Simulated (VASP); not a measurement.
# In4Fe (Im-3m) in VASP: single point with PBE

Aim: the single point of In4Fe with PBE.

Program: VASP 6.6.1. These are calculated values, not measurements. Logs are shortened: lines on timing, memory, paths and dates and some standing lists are left out, and cuts for length are marked.

### 1 The cell of the first run

The structure is cubic, space group Im-3m (No. 229). The conventional cell has a = 6.211 Å, b = 6.211 Å, c = 6.211 Å, α = 90.00°, β = 90.00°, γ = 90.00°. Within 3.5 Å of In (site symmetry -3m) lie 2 Fe at 2.69 Å and 6 In at 3.11 Å. Within 3.5 Å of Fe (site symmetry m-3m) lie 8 In at 2.69 Å.

### 2 Single point, PBE, collinear spin, ferromagnetic start

Input file INCAR:

```
PREC = Accurate
ENCUT = 520
EDIFF = 1E-7
ISMEAR = 0
SIGMA = 0.1
LREAL = F
LASPH = T
NELM = 150
ALGO = Normal
ISIF = 2
LWAVE = F
LCHARG = F
ISPIN = 2
MAGMOM = 0 0 0 0 2.16
LORBIT = 11
LMAXMIX = 4
GGA = PE
NBANDS = 42
```

Input file KPOINTS:

```
Automatic mesh
0
Gamma
  8 8 8
```

Input file POSCAR:

```
In4Fe
1.0
   -3.1052524564      3.1052524564      3.1052524564
    3.1052524564     -3.1052524564      3.1052524564
    3.1052524564      3.1052524564     -3.1052524564
In Fe
4 1
Direct
    0.0000000000      0.0000000000      0.5000000000
    0.0000000000      0.5000000000      0.0000000000
    0.5000000000      0.0000000000      0.0000000000
    0.5000000000      0.5000000000      0.5000000000
    0.0000000000      0.0000000000      0.0000000000
```

Potentials or basis: VASP PAW PBE potentials, release 64 (In_d, Fe).

Launch:

```sh
> cat potpaw_PBE.64/In_d/POTCAR potpaw_PBE.64/Fe/POTCAR > POTCAR
> mpirun -np 1 vasp_std > vasp.out
```

OUTCAR:

```text
PREC = Accurate
   ENCUT = 520
   EDIFF = 1E-7
   ISMEAR = 0
   LREAL = F
   LASPH = T
   NELM = 150
   ISIF = 2
   ISPIN = 2
   LORBIT = 11
   GGA = PE

 ion  position               nearest neighbor table
   1  0.000  0.000  0.500-   5 2.69   5 2.69   4 3.11   2 3.11   3 3.11   2 3.11   3 3.11   4 3.11

   2  0.000  0.500  0.000-   5 2.69   5 2.69   4 3.11   1 3.11   3 3.11   1 3.11   4 3.11   3 3.11

   3  0.500  0.000  0.000-   5 2.69   5 2.69   4 3.11   1 3.11   4 3.11   2 3.11   1 3.11   2 3.11

   4  0.500  0.500  0.500-   5 2.69   5 2.69   3 3.11   1 3.11   3 3.11   2 3.11   1 3.11   2 3.11

   5  0.000  0.000  0.000-   1 2.69   2 2.69   3 2.69   4 2.69   1 2.69   2 2.69   3 2.69   4 2.69

  LATTYP: Found a body centered cubic cell.
 ALAT       =     6.2105049128

  Lattice vectors:

 A1 = (  -3.1052524564,   3.1052524564,   3.1052524564)
 A2 = (   3.1052524564,  -3.1052524564,   3.1052524564)
 A3 = (   3.1052524564,   3.1052524564,  -3.1052524564)

Analysis of symmetry for initial positions (statically):
=====================================================================
 Subroutine PRICEL returns:
 Original cell was already a primitive cell.

 Routine SETGRP: Setting up the symmetry group for a
 body centered cubic supercell.

 Subroutine GETGRP returns: Found 48 space group operations
 (whereof 48 operations were pure point group operations)
 out of a pool of 48 trial point group operations.

The static configuration has the point symmetry O_h .

Analysis of symmetry for dynamics (positions and initial velocities):
=====================================================================
 Subroutine PRICEL returns:
 Original cell was already a primitive cell.

 Routine SETGRP: Setting up the symmetry group for a
 body centered cubic supercell.

 Subroutine GETGRP returns: Found 48 space group operations
 (whereof 48 operations were pure point group operations)
 out of a pool of 48 trial point group operations.

The dynamic configuration has the point symmetry O_h .

Analysis of structural, dynamic, and magnetic symmetry:
=====================================================================
 Subroutine PRICEL returns:
 Original cell was already a primitive cell.

 Routine SETGRP: Setting up the symmetry group for a
 body centered cubic supercell.

 Subroutine GETGRP returns: Found 48 space group operations
 (whereof 48 operations were pure point group operations)
 out of a pool of 48 trial point group operations.

The overall configuration has the point symmetry O_h .

 Subroutine INISYM returns: Found 48 space group operations
 (whereof 48 operations are pure point group operations),
 and found     1 'primitive' translations

----------------------------------------------------------------------------------------

                                     Primitive cell

  volume of cell :     119.7707

  direct lattice vectors                    reciprocal lattice vectors
    -3.105252456  3.105252456  3.105252456     0.000000000  0.161017504  0.161017504
     3.105252456 -3.105252456  3.105252456     0.161017504  0.000000000  0.161017504
     3.105252456  3.105252456 -3.105252456     0.161017504  0.161017504  0.000000000

  length of vectors
     5.378455025  5.378455025  5.378455025     0.227713138  0.227713138  0.227713138

  position of ions in fractional coordinates (direct lattice)
     0.000000000  0.000000000  0.500000000
     0.000000000  0.500000000  0.000000000
     0.500000000  0.000000000  0.000000000
     0.500000000  0.500000000  0.500000000
     0.000000000  0.000000000  0.000000000

  ion indices of the primitive-cell ions
   primitive index   ion index
                 1           1
                 2           2
                 3           3
                 4           4
                 5           5

----------------------------------------------------------------------------------------

 KPOINTS: Automatic mesh

Automatic generation of k-mesh.
 Grid dimensions read from file:
 generate k-points for:    8    8    8

 Generating k-lattice:

  Cartesian coordinates                     Fractional coordinates (reciprocal lattice)
     0.000000000  0.020127188  0.020127188     0.125000000  0.000000000  0.000000000
     0.020127188  0.000000000  0.020127188     0.000000000  0.125000000  0.000000000
     0.020127188  0.020127188  0.000000000     0.000000000  0.000000000  0.125000000

  Length of vectors
     0.028464142  0.028464142  0.028464142

  Shift w.r.t. Gamma in fractional coordinates (k-lattice)
     0.000000000  0.000000000  0.000000000

 Subroutine IBZKPT returns following result:
 ===========================================

 Found     29 irreducible k-points:

 Following reciprocal coordinates:
            Coordinates               Weight
  0.000000  0.000000  0.000000      1.000000
  0.125000  0.000000  0.000000     12.000000
  0.250000  0.000000  0.000000     12.000000
  0.375000  0.000000  0.000000     12.000000
  0.500000  0.000000  0.000000      6.000000
  0.125000  0.125000  0.000000     24.000000
[... 16 lines left out ...]
 -0.250000  0.250000  0.250000      6.000000
 -0.375000  0.375000  0.250000     24.000000
 [... further k-points ...]
   k-points           NKPTS =     29   k-points in BZ     NKDIM =     29   number of bands    NBANDS=     42
   number of dos      NEDOS =    301   number of ions     NIONS =      5
   total plane-waves  NPLWV =  64000
   dimension x,y,z NGX =    40 NGY =   40 NGZ =   40
   dimension x,y,z NGXF=    80 NGYF=   80 NGZF=   80
   ions per type =               4   1
   NGX,Y,Z   is equivalent  to a cutoff of  12.36, 12.36, 12.36 a.u.
   NGXF,Y,Z  is equivalent  to a cutoff of  24.73, 24.73, 24.73 a.u.
 SYSTEM =  unknown system
   PREC   = accura    normal or accurate (medium, high low for compatibility)
   ISTART =      0    job   : 0-new  1-cont  2-samecut
   ICHARG =      2    charge: 1-file 2-atom 10-const
   ISPIN  =      2    spin polarized calculation?
   LNONCOLLINEAR =      F non collinear calculations
   LSORBIT =      F    spin-orbit coupling
   LASPH  =      T    aspherical Exc in radial PAW
   ENCUT  =  520.0 eV  38.22 Ry    6.18 a.u.  10.00 10.00 10.00*2*pi/ulx,y,z
   NELM   =    150;   NELMIN=  2; NELMDL= -5     # of ELM steps
   EDIFF  = 0.1E-06   stopping-criterion for ELM
   LREAL  =      F    real-space projection
   EDIFFG = 0.1E-05   stopping-criterion for IOM
   NSW    =      0    number of steps for IOM
   IBRION =     -1    ionic relax: 0-MD 1-quasi-New 2-CG
   NFREE  =      0    steps in history (QN), initial steepest desc. (CG)
   ISIF   =      2    stress and relaxation
   ISYM   =      2    0-nonsym 1-usesym 2-fastsym
   POTIM  = 0.5000    time-step for ionic-motion
   TEBEG  =    0.0;   TEEND  =   0.0 temperature during run
   PSTRESS=    0.0 pullay stress
   NELECT =      60.0000    total number of electrons
   NUPDOWN=      -1.0000    fix difference up-down
   EMIN   =  10.00;   EMAX   =-10.00  energy-range for DOS
   EFERMI =   0.00;   METHOD = LEGACY
   ISMEAR =     0;   SIGMA  =   0.10  broadening in eV -4-tet -1-fermi 0-gaus
   EFERMI_NEDOS =   21; number of points for ismear=-14 and -15
   IALGO  =     38    algorithm
   IMIX   =      4    mixing-type and parameters
     AMIX     =   0.40;   BMIX     =  1.00
     AMIX_MAG =   1.60;   BMIX_MAG =  1.00
  volume/ion in A,a.u.               =      23.95       161.65
  Fermi-wavevector in a.u.,A,eV,Ry     =   1.300195  2.457011 23.000728  1.690506
  Thomas-Fermi vector in A             =   2.431409
   LORBIT       =     11    0 simple, 1 ext, 2 COOP (PROOUT), +10 PAW based schemes
   GGA     = PE    functional components
   LHFCALC =     F    Hartree Fock is set to
   AEXX    =    0.0000 exact exchange contribution
   IVDW    =     0    specifies the selected vdW correction
   LEPSILON=     F    determine dielectric tensor
   LRPA    =     F    only Hartree local field effects (RPA)
 spin polarized calculation
 Gauss-broadening in eV      SIGMA  =   0.10
  energy-cutoff  :      520.00
  volume of cell :      119.77
 maximum number of plane-waves:      3300
   NGX = 19   NGY = 19   NGZ = 19

 number of electron      59.9999969 magnetization       1.8644708

 Free energy of the ion-electron system (eV)
  ---------------------------------------------------
  ext. energy  EPLUGINS =         0.00000000
  ---------------------------------------------------
  free energy    TOTEN  =       -18.19887447 eV

  energy without entropy =      -18.18662204  energy(sigma->0) =      -18.19274825

 E-fermi :   6.8660     XC(G=0): -10.2736

 val. band max:        6.8599620715   @ k =   0.1250   0.0000   0.0000
 cond. band min:       6.8675811133   @ k =   0.1250   0.1250   0.0000
 fundamental gap:      0.0076190417
 Fermi energy:         6.8659835849

 spin component 1

 k-point     1 :       0.0000    0.0000    0.0000
  band No.  band energies     occupation
      1      -8.0507      1.00000
      2      -8.0507      1.00000
      3      -7.9115      1.00000
      4      -7.8735      1.00000
      5      -7.8735      1.00000
      6      -7.7994      1.00000
[... 1069 lines left out ...]
     41      15.0444      0.00000
     42      15.2663      0.00000

 [... further k-points ...]

 spin component 2

 k-point     1 :       0.0000    0.0000    0.0000
  band No.  band energies     occupation
      1      -8.0557      1.00000
      2      -8.0557      1.00000
      3      -7.9198      1.00000
      4      -7.8808      1.00000
      5      -7.8808      1.00000
      6      -7.8069      1.00000
[... 1069 lines left out ...]
     41      15.1457      0.00000
     42      15.3765      0.00000

 [... further k-points ...]

------------------------ aborting loop because EDIFF is reached ----------------------------------------

  FORCE on cell =-STRESS in cart. coord.  units (eV):
  Direction    XX          YY          ZZ          XY          YZ          ZX
  --------------------------------------------------------------------------------------
  -------------------------------------------------------------------------------------
  Total       -0.0243827     -0.0243827     -0.0243827      0.0000000      0.0000000      0.0000000
  in kB       -0.3261677     -0.3261677     -0.3261677      0.0000000      0.0000000      0.0000000
  external PRESSURE =      -0.3261677 kB  Pullay stress =       0.0000000 kB

 VOLUME and BASIS-vectors are now :
 -----------------------------------------------------------------------------
  energy-cutoff  :      520.00
  volume of cell :      119.77
      direct lattice vectors                 reciprocal lattice vectors
    -3.105252456  3.105252456  3.105252456     0.000000000  0.161017504  0.161017504
     3.105252456 -3.105252456  3.105252456     0.161017504  0.000000000  0.161017504
     3.105252456  3.105252456 -3.105252456     0.161017504  0.161017504  0.000000000

 POSITION                                       TOTAL-FORCE (eV/Angst)
 -----------------------------------------------------------------------------------
      1.55263      1.55263     -1.55263        -0.000000      0.000000      0.000000
      1.55263     -1.55263      1.55263         0.000000     -0.000000      0.000000
     -1.55263      1.55263      1.55263        -0.000000     -0.000000     -0.000000
      1.55263      1.55263      1.55263        -0.000000      0.000000     -0.000000
      0.00000      0.00000      0.00000        -0.000000      0.000000     -0.000000
 -----------------------------------------------------------------------------------
    total drift:                                0.000000     -0.000000      0.000000

  FREE ENERGIE OF THE ION-ELECTRON SYSTEM (eV)
  ---------------------------------------------------
  free  energy   TOTEN  =       -18.1988744671 eV

  energy  without entropy=      -18.1866220371  energy(sigma->0) =      -18.19274825

 total charge

# of ion       s       p       d       tot
------------------------------------------
    1        0.920   0.656   9.852  11.428
    2        0.920   0.656   9.852  11.428
    3        0.920   0.656   9.852  11.428
    4        0.920   0.656   9.852  11.428
    5        0.369   0.391   6.351   7.111
--------------------------------------------------
tot          4.048   3.016  45.759  52.824

 magnetization (x)

# of ion       s       p       d       tot
------------------------------------------
    1       -0.009  -0.019  -0.000  -0.028
    2       -0.009  -0.019  -0.000  -0.028
    3       -0.009  -0.019  -0.000  -0.028
    4       -0.009  -0.019  -0.000  -0.028
    5        0.016  -0.005   1.930   1.941
--------------------------------------------------
tot         -0.020  -0.083   1.930   1.828
```

It took 11 min on 1 thread of Oxide Virtual Turin-like, shared host; peak memory 0.38 GiB.

What came out:

```yaml
Free_energy: -18.1989 eV
Pressure: 0.0 GPa
Net_moment: 1.86 μB per cell
Site_moments: In -0.03; Fe +1.94 μB
Valence_electrons_inside_the_program's_atomic_spheres: In 11.43; Fe 7.11
```

Caveat: spin-orbit coupling is left out, which moves the levels of the heavy elements.
